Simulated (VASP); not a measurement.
# ZnO (P6_3mc) in VASP: settings compared, part 2 of 2

VASP 6.6.1. Earlier steps stand in the parts before.

### 5 Single point, revPBE+D4

Input file INCAR:

```
PREC     = Accurate       # precision mode
ENCUT    = 1340           # plane-wave cutoff, eV
EDIFF    = 1E-6           # SCF threshold, eV
ISMEAR   = -1             # smearing method
SIGMA    = 0.05           # smearing width, eV
LREAL    = False          # projectors in reciprocal space
LASPH    = True           # aspherical terms in the spheres
NELM     = 120            # most SCF steps
ALGO     = Normal         # electronic algorithm
ISIF     = 2              # what is computed and relaxed
LWAVE    = False          # write WAVECAR
LCHARG   = True           # write CHGCAR
GGA      = RE             # functional
IVDW     = 13             # dispersion correction
LELF     = True           # ELF
LVHAR    = True         
NBANDS   = 26             # bands
GGA_COMPAT= False
```

Input file KPOINTS:

```
regular mesh
0
Gamma
  9 9 5
```

Input file POSCAR:

```
ZnO
1.0
    3.2493080000      0.0000000000      0.0000000000
   -1.6246540000      2.8139832727      0.0000000000
    0.0000000000      0.0000000000      5.2057090000
Zn O
2 2
Direct
    0.6666666667      0.3333333333      0.0000000000
    0.3333333333      0.6666666667      0.5000000000
    0.3333333333      0.6666666667      0.8790100000
    0.6666666667      0.3333333333      0.3790100000
```

Potentials or basis: VASP PAW PBE potentials, release 64 (Zn, O_h).

Launch:

```console
$ cat potpaw_PBE.64/Zn/POTCAR potpaw_PBE.64/O_h/POTCAR > POTCAR
$ mpirun -np 1 vasp_std > vasp.out
```

Wall time 1.7 min (1 thread of Intel Xeon Platinum 8559C (Emerald Rapids), shared host); peak memory 0.4 GiB.

Results (log left out):

| Quantity | Value |
| --- | --- |
| Free energy | -18.3427 eV |
| Pressure | 2.0 GPa |
| Largest force | 0.070 eV/Å |
| Band gap on the k mesh | 0.86 eV |
| Dispersion energy per atom | -0.463 eV |

Forces on the atoms (eV/Å):
```
Zn   0.000  0.000 -0.070
Zn   0.000  0.000 -0.070
O    0.000  0.000  0.070
O    0.000  0.000  0.070
```

Stress tensor (GPa, compression positive):
```
1.42 0.00 0.00
0.00 1.42 0.00
0.00 0.00 3.22
```

Levels at points of the mesh, in eV from the valence-band top:
```csv
k point,band 15,band 16,band 17,band 18,band 19,band 20,band 21,band 22
"(0.00, 0.00, 0.00)",-0.81,-0.07,0.00,0.00,0.86,5.29,8.35,12.93
```

Caveat: the PAW data sets were made with another functional, which shifts forces and pressure a little.

### 6 Single point, PBE

Input file INCAR:

```
PREC = Accurate
ENCUT = 1340
EDIFF = 1E-6
ISMEAR = 0
SIGMA = 0.022
LREAL = F
LASPH = T
NELM = 120
ALGO = Normal
ISIF = 2
LWAVE = F
LCHARG = F
GGA = PE
NBANDS = 26
GGA_COMPAT = F
```

KPOINTS is that of step 5.

POSCAR is that of step 5.

Potentials or basis: VASP PAW PBE potentials, release 64 (Zn, O_h).

Launch:

```console
$ cat potpaw_PBE.64/Zn/POTCAR potpaw_PBE.64/O_h/POTCAR > POTCAR
$ mpirun -np 1 vasp_std > vasp.out
```

OUTCAR:

```text
PREC = Accurate
   ENCUT = 1340
   EDIFF = 1E-6
   ISMEAR = 0
   LREAL = F
   LASPH = T
   NELM = 120
   ISIF = 2
   GGA = PE

 ion  position               nearest neighbor table
   1  0.667  0.333  0.000-   4 1.97   3 1.98   3 1.98   3 1.98
   2  0.333  0.667  0.500-   3 1.97   4 1.98   4 1.98   4 1.98
   3  0.333  0.667  0.879-   2 1.97   1 1.98   1 1.98   1 1.98
   4  0.667  0.333  0.379-   1 1.97   2 1.98   2 1.98   2 1.98

  LATTYP: Found a hexagonal cell.
 ALAT       =     3.2493080000
 C/A-ratio  =     1.6020977390

  Lattice vectors:

 A1 = (   3.2493080000,   0.0000000000,   0.0000000000)
 A2 = (  -1.6246540000,   2.8139832727,   0.0000000000)
 A3 = (   0.0000000000,   0.0000000000,   5.2057090000)

Analysis of symmetry for initial positions (statically):
=====================================================================
 Subroutine PRICEL returns:
 Original cell was already a primitive cell.

 Routine SETGRP: Setting up the symmetry group for a
 hexagonal supercell.

 Subroutine GETGRP returns: Found 12 space group operations
 (whereof  6 operations were pure point group operations)
 out of a pool of 24 trial point group operations.

The static configuration has the point symmetry C_3v.
 The point group associated with its full space group is C_6v.

Analysis of symmetry for dynamics (positions and initial velocities):
=====================================================================
 Subroutine PRICEL returns:
 Original cell was already a primitive cell.

 Routine SETGRP: Setting up the symmetry group for a
 hexagonal supercell.

 Subroutine GETGRP returns: Found 12 space group operations
 (whereof  6 operations were pure point group operations)
 out of a pool of 24 trial point group operations.

The dynamic configuration has the point symmetry C_3v.
 The point group associated with its full space group is C_6v.

 Subroutine INISYM returns: Found 12 space group operations
 (whereof  6 operations are pure point group operations),
 and found     1 'primitive' translations

----------------------------------------------------------------------------------------

                                     Primitive cell

  volume of cell :      47.5984

  direct lattice vectors                    reciprocal lattice vectors
     3.249308000  0.000000000  0.000000000     0.307757836  0.177684070  0.000000000
    -1.624654000  2.813983273  0.000000000     0.000000000  0.355368139  0.000000000
     0.000000000  0.000000000  5.205709000     0.000000000  0.000000000  0.192096792

  length of vectors
     3.249308000  3.249308000  5.205709000     0.355368139  0.355368139  0.192096792

  position of ions in fractional coordinates (direct lattice)
     0.666666667  0.333333333  0.000000000
     0.333333333  0.666666667  0.500000000
     0.333333333  0.666666667  0.879010000
     0.666666667  0.333333333  0.379010000

  ion indices of the primitive-cell ions
   primitive index   ion index
                 1           1
                 2           2
                 3           3
                 4           4

----------------------------------------------------------------------------------------

 KPOINTS: regular mesh

Automatic generation of k-mesh.
 Grid dimensions read from file:
 generate k-points for:    9    9    5

 Generating k-lattice:

  Cartesian coordinates                     Fractional coordinates (reciprocal lattice)
     0.034195315  0.019742674  0.000000000     0.111111111  0.000000000  0.000000000
     0.000000000  0.039485349  0.000000000     0.000000000  0.111111111  0.000000000
     0.000000000  0.000000000  0.038419358     0.000000000  0.000000000  0.200000000

  Length of vectors
     0.039485349  0.039485349  0.038419358

  Shift w.r.t. Gamma in fractional coordinates (k-lattice)
     0.000000000  0.000000000  0.000000000

 Subroutine IBZKPT returns following result:
 ===========================================

 Found     36 irreducible k-points:

 Following reciprocal coordinates:
            Coordinates               Weight
  0.000000  0.000000  0.000000      1.000000
  0.111111  0.000000  0.000000      6.000000
  0.222222  0.000000  0.000000      6.000000
  0.333333  0.000000  0.000000      6.000000
  0.444444  0.000000  0.000000      6.000000
  0.111111  0.111111  0.000000      6.000000
[... 16 lines left out ...]
  0.333333  0.222222  0.200000     24.000000
  0.333333  0.333333  0.200000      4.000000
 [... further k-points ...]
   k-points           NKPTS =     36   k-points in BZ     NKDIM =     36   number of bands    NBANDS=     26
   number of dos      NEDOS =    301   number of ions     NIONS =      4
   total plane-waves  NPLWV = 102400
   dimension x,y,z NGX =    40 NGY =   40 NGZ =   64
   dimension x,y,z NGXF=    80 NGYF=   80 NGZF=  128
   ions per type =               2   2
   NGX,Y,Z   is equivalent  to a cutoff of  20.47, 20.47, 20.44 a.u.
   NGXF,Y,Z  is equivalent  to a cutoff of  40.93, 40.93, 40.88 a.u.
 SYSTEM =  unknown system
   PREC   = accura    normal or accurate (medium, high low for compatibility)
   ISTART =      0    job   : 0-new  1-cont  2-samecut
   ICHARG =      2    charge: 1-file 2-atom 10-const
   ISPIN  =      1    spin polarized calculation?
   LNONCOLLINEAR =      F non collinear calculations
   LSORBIT =      F    spin-orbit coupling
   LASPH  =      T    aspherical Exc in radial PAW
   ENCUT  = 1340.0 eV  98.49 Ry    9.92 a.u.   9.70  9.70 15.54*2*pi/ulx,y,z
   NELM   =    120;   NELMIN=  2; NELMDL= -5     # of ELM steps
   EDIFF  = 0.1E-05   stopping-criterion for ELM
   LREAL  =      F    real-space projection
[... 7 lines left out ...]
   TEBEG  =    0.0;   TEEND  =   0.0 temperature during run
   PSTRESS=    0.0 pullay stress
   NELECT =      36.0000    total number of electrons
   NUPDOWN=      -1.0000    fix difference up-down
   EMIN   =  10.00;   EMAX   =-10.00  energy-range for DOS
   EFERMI =   0.00;   METHOD = LEGACY
   ISMEAR =     0;   SIGMA  =   0.02  broadening in eV -4-tet -1-fermi 0-gaus
   EFERMI_NEDOS =   21; number of points for ismear=-14 and -15
   IALGO  =     38    algorithm
   IMIX   =      4    mixing-type and parameters
     AMIX     =   0.40;   BMIX     =  1.00
     AMIX_MAG =   1.60;   BMIX_MAG =  1.00
  volume/ion in A,a.u.               =      11.90        80.30
  Fermi-wavevector in a.u.,A,eV,Ry     =   1.491574  2.818667 30.270160  2.224794
  Thomas-Fermi vector in A             =   2.604212
   LORBIT       =      0    0 simple, 1 ext, 2 COOP (PROOUT), +10 PAW based schemes
   GGA     = PE    functional components
   LHFCALC =     F    Hartree Fock is set to
   AEXX    =    0.0000 exact exchange contribution
   IVDW    =     0    specifies the selected vdW correction
   LEPSILON=     F    determine dielectric tensor
   LRPA    =     F    only Hartree local field effects (RPA)
 non-spin polarized calculation
 Gauss-broadening in eV      SIGMA  =   0.02
  energy-cutoff  :     1340.00
  volume of cell :       47.60
 maximum number of plane-waves:      5335
 NGX is ok and might be reduce to    40
   NGX = 19   NGY = 19   NGZ = 31

 number of electron      36.0000001 magnetization

 Free energy of the ion-electron system (eV)
  ---------------------------------------------------
  ext. energy  EPLUGINS =         0.00000000
  ---------------------------------------------------
  free energy    TOTEN  =       -17.83716429 eV

  energy without entropy =      -17.83716429  energy(sigma->0) =      -17.83716429

 E-fermi :   1.6318     XC(G=0): -10.9144

 val. band max:        1.5214896741   @ k =   0.0000   0.0000   0.0000
 cond. band min:       2.3138217276   @ k =   0.0000   0.0000   0.0000
 fundamental gap:      0.7923320535
 Fermi energy:         1.6318036608

 k-point     1 :       0.0000    0.0000    0.0000
  band No.  band energies     occupation
      1     -16.5644      2.00000
      2     -15.8333      2.00000
      3      -4.1652      2.00000
      4      -4.1652      2.00000
      5      -4.1257      2.00000
      6      -4.1041      2.00000
[... 18 lines left out ...]
     25      15.6521      0.00000
     26      15.6521      0.00000
[... 644 lines left out ...]
      4      -3.9649      2.00000
      5      -3.9649      2.00000
      6      -3.5992      2.00000
[... 18 lines left out ...]
     25      15.0749      0.00000
     26      16.1102      0.00000

 [... further k-points ...]

------------------------ aborting loop because EDIFF is reached ----------------------------------------

  FORCE on cell =-STRESS in cart. coord.  units (eV):
  Direction    XX          YY          ZZ          XY          YZ          ZX
  --------------------------------------------------------------------------------------
  -------------------------------------------------------------------------------------
  Total        1.5578209      1.5578209      2.0754914      0.0000000      0.0000000      0.0000000
  in kB       52.4367593     52.4367593     69.8617157      0.0000000      0.0000000      0.0000000
  external PRESSURE =      58.2450781 kB  Pullay stress =       0.0000000 kB

 VOLUME and BASIS-vectors are now :
 -----------------------------------------------------------------------------
  energy-cutoff  :     1340.00
  volume of cell :       47.60
      direct lattice vectors                 reciprocal lattice vectors
     3.249308000  0.000000000  0.000000000     0.307757836  0.177684070  0.000000000
    -1.624654000  2.813983273  0.000000000     0.000000000  0.355368139  0.000000000
     0.000000000  0.000000000  5.205709000     0.000000000  0.000000000  0.192096792

 POSITION                                       TOTAL-FORCE (eV/Angst)
 -----------------------------------------------------------------------------------
      1.62465      0.93799      0.00000         0.000000      0.000000     -0.073507
     -0.00000      1.87599      2.60285         0.000000      0.000000     -0.073507
     -0.00000      1.87599      4.57587         0.000000      0.000000      0.073507
      1.62465      0.93799      1.97302        -0.000000      0.000000      0.073507
 -----------------------------------------------------------------------------------
    total drift:                                0.000000     -0.000000     -0.000049

  FREE ENERGIE OF THE ION-ELECTRON SYSTEM (eV)
  ---------------------------------------------------
  free  energy   TOTEN  =       -17.8371642909 eV

  energy  without entropy=      -17.8371642909  energy(sigma->0) =      -17.83716429
```

OSZICAR:

```text
N       E                     dE             d eps       ncg     rms          rms(c)
DAV:   1     0.443539339425E+03    0.44354E+03   -0.31250E+04  1896   0.378E+03
DAV:   2     0.582545250997E+02   -0.38528E+03   -0.36252E+03  1920   0.665E+02
DAV:   3    -0.166796368809E+02   -0.74934E+02   -0.71340E+02  2206   0.217E+02
DAV:   4    -0.210116921448E+02   -0.43321E+01   -0.42892E+01  2074   0.573E+01
DAV:   5    -0.210562130172E+02   -0.44521E-01   -0.44481E-01  2108   0.584E+00    0.149E+01
DAV:   6    -0.176429978778E+02    0.34132E+01   -0.60231E+00  3076   0.609E+01    0.891E+00
DAV:   7    -0.178844807367E+02   -0.24148E+00   -0.31784E+00  2144   0.172E+01    0.549E+00
DAV:   8    -0.178836774712E+02    0.80327E-03   -0.54445E-01  2550   0.729E+00    0.186E+00
DAV:   9    -0.178352367647E+02    0.48441E-01   -0.98745E-02  2654   0.593E+00    0.450E-01
DAV:  10    -0.178369498247E+02   -0.17131E-02   -0.43763E-02  1896   0.174E+00    0.118E-01
DAV:  11    -0.178371866945E+02   -0.23687E-03   -0.17135E-03  2260   0.884E-01    0.474E-02
DAV:  12    -0.178371533820E+02    0.33312E-04   -0.36887E-04  2274   0.583E-01    0.992E-03
DAV:  13    -0.178371695657E+02   -0.16184E-04   -0.55141E-05  1958   0.641E-02    0.226E-02
DAV:  14    -0.178371644524E+02    0.51133E-05   -0.11112E-05  2150   0.332E-02    0.445E-03
DAV:  15    -0.178371642909E+02    0.16150E-06   -0.15123E-06  1594   0.110E-02
   1 F= -.17837164E+02 E0= -.17837164E+02  d E =-.737851E-15
```

stdout:

```text
POSCAR found type information on POSCAR ZnO
 POSCAR found :  2 types and       4 ions
 scaLAPACK will be used
 LDA part: xc-table for (Slater+PW92), standard interpolation
 POSCAR, INCAR and KPOINTS ok, starting setup
 FFT: planning ... GRIDC
 FFT: planning ... GRID_SOFT
 FFT: planning ... GRID
 WAVECAR not read
 entering main loop
```

It took 2.7 min on 1 thread of Intel Xeon Platinum 8259CL at 2.50GHz (Skylake/Cascade Lake), shared host; peak memory 0.4 GiB.

Results:

```
Free energy            : -17.8372 eV
Pressure               : 5.8 GPa
Largest force          : 0.074 eV/Å
Band gap on the k mesh : 0.79 eV
```

Forces on the atoms (eV/Å):
```
Zn   0.000  0.000 -0.074
Zn   0.000  0.000 -0.074
O    0.000  0.000  0.074
O    0.000  0.000  0.074
```

Stress tensor (GPa, compression positive):
```
5.24 0.00 0.00
0.00 5.24 0.00
0.00 0.00 6.99
```

Levels at points of the mesh, in eV from the valence-band top:
```tsv
k point	band 15	band 16	band 17	band 18	band 19	band 20	band 21	band 22
(0.00, 0.00, 0.00)	-0.81	-0.07	0.00	0.00	0.79	5.21	8.26	12.85
```

Caveat: the cell stands under pressure; semilocal functionals underestimate gaps, and a narrow one can read as zero.

### 7 Summary

| level | potentials or basis | cell | k mesh | smearing | gap on the mesh (eV) | pressure (GPa) | largest force (eV/Å) |
| --- | --- | --- | --- | --- | --- | --- | --- |
| PBE | VASP PAW PBE potentials, release 64 (Zn, O_h) | a = 3.249, b = 3.249, c = 5.206 Å, angles 90.0, 90.0, 120.0°, 4 atoms | 9 × 9 × 5 | gaussian 0.013 eV | 0.79 | 5.8 | 0.07 |
| RPBE+D3(BJ) | VASP PAW PBE potentials, release 64 (Zn, O_h) | a = 3.205, b = 3.205, c = 5.135 Å, angles 90.0, 90.0, 120.0°, 4 atoms | 9 × 9 × 5 | fermi-dirac 0.05 eV | 0.94 | 1.2 | 0.11 |
| LDA | VASP PAW LDA potentials, release 64 (Zn, O_h) | a = 3.249, b = 3.249, c = 5.206 Å, angles 90.0, 90.0, 120.0°, 4 atoms | 7 × 7 × 4 | fermi-dirac 0.05 eV | 0.74 | -6.2 | 0.06 |
| revPBE+D4 | VASP PAW PBE potentials, release 64 (Zn, O_h) | a = 3.249, b = 3.249, c = 5.206 Å, angles 90.0, 90.0, 120.0°, 4 atoms | 9 × 9 × 5 | fermi-dirac 0.05 eV | 0.86 | 2.0 | 0.07 |
| PBE | VASP PAW PBE potentials, release 64 (Zn, O_h) | a = 3.249, b = 3.249, c = 5.206 Å, angles 90.0, 90.0, 120.0°, 4 atoms | 9 × 9 × 5 | gaussian 0.022 eV | 0.79 | 5.8 | 0.07 |

Alike in all rows: task single point; no spin polarisation; cutoff (eV) 1340.

Caveats: semilocal functionals underestimate gaps, and a narrow one can read as zero (at least some runs); the cell stands under pressure (at least some runs); the PAW data sets were made with another functional, which shifts forces and pressure a little (at least some runs); the cell stands under tension (at least some runs).

Absolute energies hang on the potentials; compare differences alone.
